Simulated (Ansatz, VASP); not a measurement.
One calculation of CdS, two programs

Contents of INCAR:

```
PREC = Accurate
ENCUT = 520
EDIFF = 1E-7
ISMEAR = 1
SIGMA = 0.05
LREAL = False
LASPH = True
NELM = 100
ALGO = Normal
ISIF = 2
LWAVE = False
LCHARG = False
GGA = PE
NBANDS = 26
```

The input KPOINTS:

```
regular mesh
0
Gamma
  6 6 4
```

POSCAR

```
CdS
1.0
    4.0067809461      0.0000000000      0.0000000000
   -2.0033904731      3.4699736757      0.0000000000
    0.0000000000      0.0000000000      6.5045019841
Cd S
2 2
Direct
    0.3333333333      0.6666666667      0.0000000000
    0.6666666667      0.3333333333      0.5000000000
    0.3333333333      0.6666666667      0.3750000000
    0.6666666667      0.3333333333      0.8750000000
```

Input for Ansatz:

```yaml
crystal:
  lattice:
    - [4.006780946113364, 0.0, 0.0]
    - [-2.003390473056682, 3.4699736757195563, 0.0]
    - [0.0, 0.0, 6.504501984088128]
  atoms:
    - { symbol: Cd, position: [0.3333333333333333, 0.6666666666666666, 0.0] }
    - { symbol: Cd, position: [0.6666666666666666, 0.3333333333333333, 0.5] }
    - { symbol: S, position: [0.3333333333333333, 0.6666666666666666, 0.375] }
    - { symbol: S, position: [0.6666666666666666, 0.3333333333333333, 0.875] }
basis:
  ecutwfc: 420.0
kpoints:
  mp_grid:
    grid: [6, 6, 4]
hamiltonian:
  xc: pbe
  pseudopotentials:
    kind: paw
scf:
  occupations:
    method: cold
    width: 0.05
output:
  stress: true
```

Alike in both runs: task single point; functional PBE; k mesh 6 × 6 × 4; no spin polarisation.

|  | VASP | Ansatz |
| --- | --- | --- |
| version | VASP 6.6.1 | Ansatz 0.2.0 |
| potentials or method | VASP PAW PBE potentials, release 64 (Cd, S), cutoff 520 eV | plane waves, PAW |
| occupations | methfessel-paxton of order 1, width 0.05 eV | cold, width 0.05 eV |
| valence electrons in the cell | 36 | 52 |

Ansatz gave:

- pressure (GPa): 10.4
- traceless stress, the component that is largest in VASP (GPa): 0.69

Problem. Which values does VASP return?

Solution. Pressure (GPa): 10.9; traceless stress, the component that is largest in VASP (GPa): 0.72.

VASP's potentials hold 36 valence electrons a cell and Ansatz's 52, so a difference there can come from the potentials and not from the codes.
